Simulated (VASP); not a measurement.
A run of VASP 6.6.1:

The input POSCAR:

```
P
1.0
    2.5551126152      0.0000000000      0.0000000000
   -1.2775563076      2.2127924343      0.0000000000
    0.0000000000      0.0000000000      2.3981899359
P
1
Direct
    0.0000000000      0.0000000000      0.0000000000
```

The input INCAR.step1:

```
  ALGO = Normal
  EDIFF = 1E-7
  ENCUT = 520
  GGA = PE
  ISIF = 2
  ISMEAR = -1
  LASPH = True
  LCHARG = True
  LREAL = False
  LWAVE = False
  NBANDS = 8
  NELM = 100
  PREC = Accurate
  SIGMA = 0.05
```

The input KPOINTS.step1:

```
k-points
0
Gamma
  18 18 17
```

File INCAR.step2:

```
  ALGO = Normal
  EDIFF = 1E-7
  ENCUT = 520
  GGA = PE
  ICHARG = 11
  ISIF = 2
  ISMEAR = -5
  LASPH = True
  LCHARG = False
  LORBIT = 11
  LREAL = False
  LWAVE = False
  NEDOS = 2001
  NELM = 100
  PREC = Accurate
  SIGMA = 0.05
```

The input KPOINTS.step2:

```
k-points
0
Gamma
  27 27 26
```

Potentials or basis: VASP PAW PBE potentials, release 64 (P).

Launch:

```bash
$ cat potpaw_PBE.64/P/POTCAR > POTCAR
$ cp INCAR.step1 INCAR
$ cp KPOINTS.step1 KPOINTS
$ mpirun -np 1 vasp_std > vasp.out
$ cp INCAR.step2 INCAR
$ cp KPOINTS.step2 KPOINTS
$ mpirun -np 1 vasp_std > vasp.out
```

Hardware: 1 thread of Intel(R) Xeon(R) Platinum 8559C (Emerald Rapids) (shared host).

Question: How long does it take, and how much memory?

Answer: Run time: 52 s on 1 thread of Intel(R) Xeon(R) Platinum 8559C (Emerald Rapids), with other jobs on the host, peak memory 0.2 GiB. Counts: k points 1050.
